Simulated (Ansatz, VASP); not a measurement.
Two plane-wave programs on KCd2P2

```
K Cd P
1.0
     4.39411    0.00000    0.00000
    -2.19706    3.80541    0.00000
     0.00000    0.00000    8.59258
K Cd P
1 2 2
Direct
  0.66667 0.33333 0.00000
  0.66667 0.33333 0.50000
  0.33333 0.66667 0.00000
  0.00000 0.00000 0.70553
  0.00000 0.00000 0.29447
```

Change from the starting cell: species swapped into the Sr2ZnAs2 type (P-6m2, No. 187).

Alike in both runs: task single point; functional PBE; k mesh 6 × 6 × 2; occupations gaussian, width 0.1 eV; no spin polarisation.

|  | VASP | Ansatz |
| --- | --- | --- |
| version | VASP 6.6.1 | Ansatz 0.2.0 |
| potentials or method | VASP PAW PBE potentials, release 64 (K_sv, Cd, P), cutoff 500 eV | scalar-relativistic, plane waves, PAW |
| valence electrons in the cell | 43 | 59 |

Ansatz gave:

- gap on the k mesh at the Fermi level (eV): none
- pressure (GPa): 0.2
- traceless stress, the component that is largest in VASP (GPa): -12.37
- rms of the force components (eV/Å): 0.213

Task: Which values does VASP return?

Result: gap on the k mesh at the Fermi level (eV): none; pressure (GPa): 0.5; traceless stress, the component that is largest in VASP (GPa): -12.55; rms of the force components (eV/Å): 0.214.

Atom by atom the forces differ by 0.001 eV/Å (rms over components). A gap of «none» marks a metal or a gap that the smearing closes. VASP's potentials hold 43 valence electrons a cell and Ansatz's 59, so a difference there can come from the potentials and not from the codes.

The k mesh is coarse, so the values compare programs but aren't converged.
